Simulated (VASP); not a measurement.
Input of a VASP 6.6.1 run:

Contents of INCAR:

```
SYSTEM = GaSb
ALGO = Normal ; EDIFF = 1E-7
ENCUT = 520 ; GGA_COMPAT = .False.
ISIF = 2 ; ISMEAR = 0
LASPH = .True. ; LCHARG = .True.
LORBIT = 11 ; LORBMOM = .True.
LREAL = .False. ; LSORBIT = .True.
LVHAR = .True. ; LWAVE = .False.
MAGMOM = 0 0 0 0 0 0 ; NBANDS = 30
NELM = 150 ; PREC = Accurate
SIGMA = 0.03
```

Contents of KPOINTS:

```
k-points
0
Gamma
  8 8 8
  0 0 0
```

File POSCAR:

```
GaSb
1.0
    0.0000000000      3.0479500000      3.0479500000
    3.0479500000      0.0000000000      3.0479500000
    3.0479500000      3.0479500000      0.0000000000
Ga Sb
1 1
Direct
    0.0000000000      0.0000000000      0.0000000000
    0.2500000000      0.2500000000      0.2500000000
```

Potentials or basis: VASP PAW LDA potentials, release 64 (Ga_d, Sb).

Command:

```bash
$ cat potpaw_LDA.64/Ga_d/POTCAR potpaw_LDA.64/Sb/POTCAR > POTCAR
$ mpirun -np 1 vasp_ncl > vasp.out
```

Problem. Estimate the net moment.

Solution. 0.00 μB per cell.

Problem. What does it give for the pressure?

Solution. -1.0 GPa.

Moments on the atoms (μB; x, y, z):
```
Ga  0.00 0.00 0.00
Sb  0.00 0.00 0.00
```
